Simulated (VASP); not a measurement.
A run of VASP 6.6.1 is set up as follows.

The input POSCAR:

```
P
1.0
    4.6274954316      0.0000000000      0.0000000000
    0.0000000000      3.2918635005      0.0000000000
    0.0000000000      0.0000000000     27.8195791164
P
4
Direct
    0.0912379300      0.0000000000      0.3789328423
    0.4087620700      0.5000000000      0.3789328423
    0.5912379300      0.5000000000      0.3040393882
    0.9087620700      0.0000000000      0.3040393882
```

File INCAR.step1:

```
SYSTEM = P
PREC     = Accurate       ! precision mode
ENCUT    = 440            ! plane-wave cutoff, eV
EDIFF    = 1E-5           ! SCF threshold, eV
ISMEAR   = 0              ! smearing method
SIGMA    = 0.01           ! smearing width, eV
LREAL    = .FALSE.        ! projectors in reciprocal space
LASPH    = .TRUE.         ! aspherical terms in the spheres
NELM     = 120            ! most SCF steps
ALGO     = Normal         ! electronic algorithm
ISIF     = 2              ! what is computed and relaxed
LWAVE    = .TRUE.         ! write WAVECAR
LDIPOL   = .TRUE.       
IDIPOL   = 3            
DIPOL    = 0.5 0.5 0.341
GGA      = PE             ! functional
NBANDS   = 18             ! bands
GGA_COMPAT= .FALSE.      
NELMDL   = -8
```

Contents of INCAR.step2:

```
SYSTEM = P
PREC     = Accurate       ! precision mode
ENCUT    = 440            ! plane-wave cutoff, eV
EDIFF    = 1E-6           ! SCF threshold, eV
ISMEAR   = 0              ! smearing method
SIGMA    = 0.01           ! smearing width, eV
LREAL    = .FALSE.        ! projectors in reciprocal space
LASPH    = .TRUE.         ! aspherical terms in the spheres
NELM     = 120            ! most SCF steps
ALGO     = Normal         ! electronic algorithm
ISIF     = 2              ! what is computed and relaxed
LWAVE    = .FALSE.        ! write WAVECAR
LCHARG   = .TRUE.         ! write CHGCAR
LDIPOL   = .TRUE.       
IDIPOL   = 3            
DIPOL    = 0.5 0.5 0.341
METAGGA  = R2SCAN         ! meta-GGA
LHFCALC  = .TRUE.         ! exact exchange
AEXX     = 0.25           ! exact-exchange fraction
LMIXTAU  = .TRUE.       
PRECFOCK = Normal       
LELF     = .TRUE.         ! ELF
LVHAR    = .TRUE.       
LVACPOTAV= .TRUE.       
ISTART   = 1            
NBANDS   = 18             ! bands
GGA_COMPAT= .FALSE.
```

File KPOINTS:

```
regular mesh
0
G
  4 6 1
  0 0 0
```

Potentials or basis: VASP PAW PBE potentials, release 64 (P).

Command:

```bash
$ cat potpaw_PBE.64/P/POTCAR > POTCAR
$ cp INCAR.step1 INCAR
$ mpirun -np 1 vasp_std > vasp.out
$ cp INCAR.step2 INCAR
$ mpirun -np 1 vasp_std > vasp.out
```

Problem. What does it give for the largest force?

Solution. 0.322 eV/Å.

Problem. What does it give for the band gap on the k mesh?

Solution. 2.41 eV.

Forces on the atoms (eV/Å):
```
P    0.173  0.000 -0.272
P   -0.173  0.000 -0.272
P    0.173  0.000  0.272
P   -0.173  0.000  0.272
```

Caveat: the PAW data sets were made with another functional, which shifts forces and pressure a little.
